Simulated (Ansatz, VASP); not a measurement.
Sn in VASP and in Ansatz

```
Sn
1.0
     4.47826    0.00000    0.00000
    -2.23913    3.87829    0.00000
     0.00000    0.00000    7.38535
Sn
4
Direct
  0.66667 0.33333 0.06279
  0.33333 0.66667 0.56279
  0.66667 0.33333 0.43721
  0.33333 0.66667 0.93721
```

Alike in both runs: task single point; functional PBE; k mesh 6 × 6 × 4; occupations gaussian, width 0.1 eV; no spin polarisation.

```csv
,VASP,Ansatz
version,VASP 6.6.1,Ansatz 0.2.0
potentials or method,"VASP PAW PBE potentials, release 64 (Sn_d), cutoff 520 eV","scalar-relativistic, plane waves, PAW"
valence electrons in the cell,56,56
```

Ansatz gave:

```
gap on the k mesh at the Fermi level (eV)                     : 0.12
least direct gap on the mesh (eV)                             : 0.23
pressure (GPa)                                                : 7.0
traceless stress, the component that is largest in VASP (GPa) : -0.41
rms of the force components (eV/Å)                            : 0.035
```

What did VASP give for the same quantities?

gap on the k mesh at the Fermi level (eV): 0.12; least direct gap on the mesh (eV): 0.23; pressure (GPa): 6.9; traceless stress, the component that is largest in VASP (GPa): -0.41; rms of the force components (eV/Å): 0.035.

Atom by atom the forces differ by 0.000 eV/Å (rms over components).
